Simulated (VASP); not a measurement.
Crystal: InP.

```
In P
1.0
     0.00000    2.95198    2.95198
     2.95198    0.00000    2.95198
     2.95198    2.95198    0.00000
In P
1 1
Direct
  0.00000 0.00000 0.00000
  0.75000 0.75000 0.75000
```

- Program: VASP 6.6.1
- Task: relaxation of cell and atoms
- Functional: LDA
- Potentials or basis: VASP PAW LDA potentials, release 64 (In_d, P)
- Cutoff: 500 eV
- k mesh: 8 × 8 × 8
- Occupations: gaussian, width 0.02 eV
- Spin: no spin polarisation

At the start: pressure -2.6 GPa; volume 25.72 Å³/atom.

How do energy, volume and symmetry change on relaxing?

Over 6 steps the energy falls by 8.1 meV/atom and the volume is 24.74 Å³/atom (-3.8 %); space group F-43m (No. 216, to 0.1 Å) before and after.

Step by step:
```tsv
step	energy change (eV)	largest force (eV/Å)	pressure (GPa)	volume (Å³)
1	0.0000	0.0000	-2.57	51.45
2	-0.0113	0.0000	1.58	48.44
3	-0.0163	0.0000	-0.02	49.48
4	-0.0163	0.0000	0.05	49.44
5	-0.0163	0.0000	-0.03	49.49
6	-0.0163	0.0000	0.01	49.47
```

Final structure:
```yaml
crystal:
  lattice:
    - [0.00000, 2.91373, 2.91373]
    - [2.91373, 0.00000, 2.91373]
    - [2.91373, 2.91373, 0.00000]
  atoms:
    - { symbol: In, position: [0.00000, 0.00000, 0.00000] }
    - { symbol: P, position: [0.75000, 0.75000, 0.75000] }
```
